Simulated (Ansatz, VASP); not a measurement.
## One calculation of Al2Cu, two programs

```
CELL_PARAMETERS angstrom
2.84475 0.00000 0.00000
0.00000 2.84475 0.00000
0.00000 0.00000 5.83322
ATOMIC_POSITIONS crystal
Al 0.50000 0.50000 0.72307
Al 0.50000 0.50000 0.27693
Cu 0.00000 0.00000 0.00000
```

Alike in both runs: functional PBE; k mesh 12 × 12 × 6; occupations gaussian, width 0.1 eV; no spin polarisation.

Ansatz relaxed the structure, and its values are those at the end. VASP's run is a single point on that final structure, the one shown.

|  | VASP | Ansatz |
| --- | --- | --- |
| version | VASP 6.6.1 | Ansatz 0.2.0 |
| potentials or method | VASP PAW PBE potentials, release 64 (Al, Cu), cutoff 520 eV | scalar-relativistic, plane waves, PAW |
| valence electrons in the cell | 17 | 25 |

|  | VASP | Ansatz | Ansatz less VASP |
| --- | --- | --- | --- |
| gap on the k mesh at the Fermi level (eV) | none | none | - |
| pressure (GPa) | -0.3 | 0.0 | +0.33 |
| rms of the force components (eV/Å) | 0.009 | 0.000 | -0.0085 |

A gap of «none» marks a metal or a gap that the smearing closes. The functional is the same, so the differences come from potentials, cutoffs and numerics. VASP's potentials hold 17 valence electrons a cell and Ansatz's 25, so a difference there can come from the potentials and not from the codes.
